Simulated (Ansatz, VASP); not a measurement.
Ti5Si: VASP beside Ansatz

INCAR

```
SYSTEM = Ti5Si
  ALGO = Fast
  EDIFF = 1E-6
  ENCUT = 520
  GGA = PE
  ISIF = 2
  ISMEAR = 0
  LASPH = .TRUE.
  LCHARG = .FALSE.
  LREAL = .FALSE.
  LWAVE = .FALSE.
  NBANDS = 41
  NELM = 100
  PREC = Accurate
  SIGMA = 0.15
```

KPOINTS

```
k-points
0
G
  12 12 12
  0 0 0
```

File POSCAR:

```
Ti5Si
1.0
    2.4453107627      1.4118008271      4.7295251577
   -2.4453107627      1.4118008271      4.7295251577
    0.0000000000     -2.8236016542      4.7295251577
Ti Si
5 1
Direct
    0.1513621523      0.1513621523      0.1513621523
    0.6045557533      0.3954442467      0.0000000000
    0.0000000000      0.6045557533      0.3954442467
    0.8486378477      0.8486378477      0.8486378477
    0.3954442467      0.0000000000      0.6045557533
    0.5000000000      0.5000000000      0.5000000000
```

Input for Ansatz:

```yaml
crystal:
  lattice:
    - [2.4453107627, 1.4118008271, 4.7295251577]
    - [-2.4453107627, 1.4118008271, 4.7295251577]
    - [0.0, -2.8236016542, 4.7295251577]
  atoms:
    - { symbol: Ti, position: [0.1513621523, 0.1513621523, 0.1513621523] }
    - { symbol: Ti, position: [0.6045557533, 0.3954442467, 0.0] }
    - { symbol: Ti, position: [0.0, 0.6045557533, 0.3954442467] }
    - { symbol: Ti, position: [0.8486378477, 0.8486378477, 0.8486378477] }
    - { symbol: Ti, position: [0.3954442467, 0.0, 0.6045557533] }
    - { symbol: Si, position: [0.5, 0.5, 0.5] }
basis:
  ecutwfc: 420
kpoints:
  mp_grid: { grid: [12, 12, 12] }
hamiltonian:
  xc: pbe
scf:
  occupations: { method: gaussian, width: 0.15 }
output:
  forces: true
  stress: true
  eigenvalues: true
  write_density: true
  write_potential: true
  elf: true
  volumetric_format: npy
```

Alike in both runs: task single point; functional PBE; k mesh 12 × 12 × 12; occupations gaussian, width 0.15 eV; no spin polarisation.

|  | VASP | Ansatz |
| --- | --- | --- |
| version | VASP 6.6.1 | Ansatz 0.2.0 |
| potentials or method | VASP PAW PBE potentials, release 64 (Ti_sv, Si), cutoff 520 eV | scalar-relativistic, plane waves, PAW |
| valence electrons in the cell | 64 | 64 |

|  | VASP | Ansatz | Ansatz less VASP |
| --- | --- | --- | --- |
| gap on the k mesh at the Fermi level (eV) | none | none | - |
| pressure (GPa) | -0.7 | -0.5 | +0.12 |
| traceless stress, the component that is largest in VASP (GPa) | -8.87 | -8.90 | -0.021 |
| rms of the force components (eV/Å) | 0.114 | 0.114 | +0.0005 |

Atom by atom the forces differ by 0.001 eV/Å (rms over components). A gap of «none» marks a metal or a gap that the smearing closes. With one functional, cell and mesh, what is left measures potentials, basis and numerics.
